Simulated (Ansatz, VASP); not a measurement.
## SnSe2 in VASP and in Ansatz

```xyz
3
Lattice="4.0063 0.0000 0.0000 -2.0031 3.4695 0.0000 0.0000 0.0000 5.2270" Properties=species:S:1:pos:R:3 pbc="T T T"
Sn    0.0000    0.0000    0.0000
Se    0.0000    2.3130    1.3858
Se    2.0031    1.1565    3.8411
```

Alike in both runs: task single point; functional PBE; dispersion D3(BJ); k mesh 12 × 12 × 6; occupations gaussian, width 0.03 eV; no spin polarisation.

```csv
,VASP,Ansatz
version,VASP 6.6.1,Ansatz 0.2.0
potentials or method,"VASP PAW PBE potentials, release 64 (Sn_d, Se), cutoff 500 eV","scalar-relativistic, plane waves, PAW"
valence electrons in the cell,26,46
```

Ansatz gave:

```
gap on the k mesh at the Fermi level (eV)                     : none
pressure (GPa)                                                : 3.8
traceless stress, the component that is largest in VASP (GPa) : 4.01
rms of the force components (eV/Å)                            : 0.540
```

What did VASP give for the same quantities?

gap on the k mesh at the Fermi level (eV): none; pressure (GPa): 3.9; traceless stress, the component that is largest in VASP (GPa): 3.98; rms of the force components (eV/Å): 0.546.

Atom by atom the forces differ by 0.006 eV/Å (rms over components). A gap of «none» marks a metal or a gap that the smearing closes. VASP's potentials hold 26 valence electrons a cell and Ansatz's 46, so a difference there can come from the potentials and not from the codes.
